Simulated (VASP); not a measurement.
A run of VASP 6.6.1:

Contents of INCAR:

```
SYSTEM = Si4N
PREC     = Accurate       ! precision mode
ENCUT    = 520            ! plane-wave cutoff, eV
EDIFF    = 1E-6           ! SCF threshold, eV
ISMEAR   = 0              ! smearing method
SIGMA    = 0.1            ! smearing width, eV
LREAL    = .FALSE.        ! projectors in reciprocal space
LASPH    = .TRUE.         ! aspherical terms in the spheres
NELM     = 150            ! most SCF steps
ALGO     = Normal         ! electronic algorithm
ISIF     = 2              ! what is computed and relaxed
LWAVE    = .FALSE.        ! write WAVECAR
LCHARG   = .FALSE.        ! write CHGCAR
ISPIN    = 2              ! spin polarisation
MAGMOM   = 0 0 0 0 1      ! initial moments
LORBIT   = 11             ! projections on sites
GGA      = PE             ! functional
NBANDS   = 22             ! bands
```

Contents of KPOINTS:

```
Automatic mesh
0
G
  6 6 6
  0 0 0
```

File POSCAR:

```
Si4N
1.0
    1.3693533818      0.7905965436      9.5890560321
   -1.3693533818      0.7905965436      9.5890560321
    0.0000000000     -1.5811930872      9.5890560321
Si N
4 1
Direct
    0.3799061068      0.3799061068      0.3799061068
    0.7944077293      0.7944077293      0.7944077293
    0.2055922707      0.2055922707      0.2055922707
    0.6200938932      0.6200938932      0.6200938932
    0.0000000000      0.0000000000      0.0000000000
```

Potentials or basis: VASP PAW PBE potentials, release 64 (Si, N).

The run is started by

```sh
$ cat potpaw_PBE.64/Si/POTCAR potpaw_PBE.64/N/POTCAR > POTCAR
$ mpirun -np 1 vasp_std > vasp.out
```

Hardware: 1 thread of Intel(R) Xeon(R) 6975P-C (Granite Rapids), on a shared host.

Question: Estimate the wall time of this run.

Answer: It took 8.5 min on 1 thread of Intel(R) Xeon(R) 6975P-C (Granite Rapids) (shared host), peak memory 0.95 GiB. Counts: scf iterations 14, k points 32.
